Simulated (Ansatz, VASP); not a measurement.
## One calculation of BaTiO3, two programs

INCAR

```
SYSTEM = BaTiO3
  PREC = Accurate
  ENCUT = 520
  EDIFF = 1E-6
  ISMEAR = 0
  SIGMA = 0.05
  LREAL = .FALSE.
  LASPH = .TRUE.
  NELM = 150
  ALGO = Normal
  ISIF = 2
  LWAVE = .FALSE.
  LCHARG = .FALSE.
  LMAXMIX = 4
  LDAU = .TRUE.
  LDAUTYPE = 2
  LDAUL = -1 2 -1
  LDAUU = 0 4 0
  LDAUJ = 0 0 0
  LDAUPRINT = 1
  GGA = PE
  NBANDS = 28
```

File KPOINTS:

```
Automatic mesh
0
G
  8 8 8
  0 0 0
```

POSCAR

```
BaTiO3
1.0
    4.0288515454      0.0000000000      0.0000000000
    0.0000000000      4.0288515454      0.0000000000
    0.0000000000      0.0000000000      4.0288515454
Ba Ti O
1 1 3
Direct
    0.5002289314      0.5000000000      0.5000000000
    0.0084728830      0.0000000000      0.0000000000
    0.4862243621      0.0000000000      0.0000000000
   -0.0067695954      0.5000000000      0.0000000000
   -0.0067695954      0.0000000000      0.5000000000
```

Input for Ansatz:

```yaml
crystal:
  lattice:
    - [4.0288515454, 0.0, 0.0]
    - [0.0, 4.0288515454, 0.0]
    - [0.0, 0.0, 4.0288515454]
  atoms:
    - { symbol: Ba, position: [0.5002289314, 0.5, 0.5] }
    - { symbol: Ti, position: [0.008472883, 0.0, 0.0] }
    - { symbol: O, position: [0.4862243621, 0.0, 0.0] }
    - { symbol: O, position: [-0.0067695954, 0.5, 0.0] }
    - { symbol: O, position: [-0.0067695954, 0.0, 0.5] }
basis:
  ecutwfc: 520.0
kpoints:
  mp_grid: { grid: [8, 8, 8] }
hamiltonian:
  xc: pbe
  pseudopotentials: { kind: paw, azcp: { folder: soft_1 } }
  hubbard: { sites: [{ species: Ti, l: d, u_eff: 4.0 }] }
scf:
  occupations: { method: gaussian, width: 0.05 }
output:
  forces: true
  stress: true
  eigenvalues: true
```

Change from the starting cell: mode 1 frozen in at -0.056 Å, equal normal strain along x, y and z +0.0000.

Alike in both runs: task single point; functional PBE; k mesh 8 × 8 × 8; occupations gaussian, width 0.05 eV; no spin polarisation; Hubbard terms Ti d U = 4.0 eV.

```csv
,VASP,Ansatz
version,VASP 6.6.1,Ansatz 0.2.0
potentials or method,"VASP PAW PBE potentials, release 64 (Ba_sv, Ti_sv, O), cutoff 520 eV","scalar-relativistic, plane waves, PAW"
valence electrons in the cell,40,40
```

```tsv
	VASP	Ansatz	Ansatz less VASP
gap on the k mesh at the Fermi level (eV)	2.19	2.24	+0.050
least direct gap on the mesh (eV)	2.46	2.47	+0.012
pressure (GPa)	4.0	0.5	-3.51
traceless stress, the component that is largest in VASP (GPa)	0.81	0.63	-0.174
rms of the force components (eV/Å)	0.091	0.026	-0.0653
```

The programs project onto different local orbitals, so the same U acts differently, and such runs can settle in different states. Atom by atom the forces differ by 0.107 eV/Å (rms over components).

Neither program's run includes spin-orbit coupling.
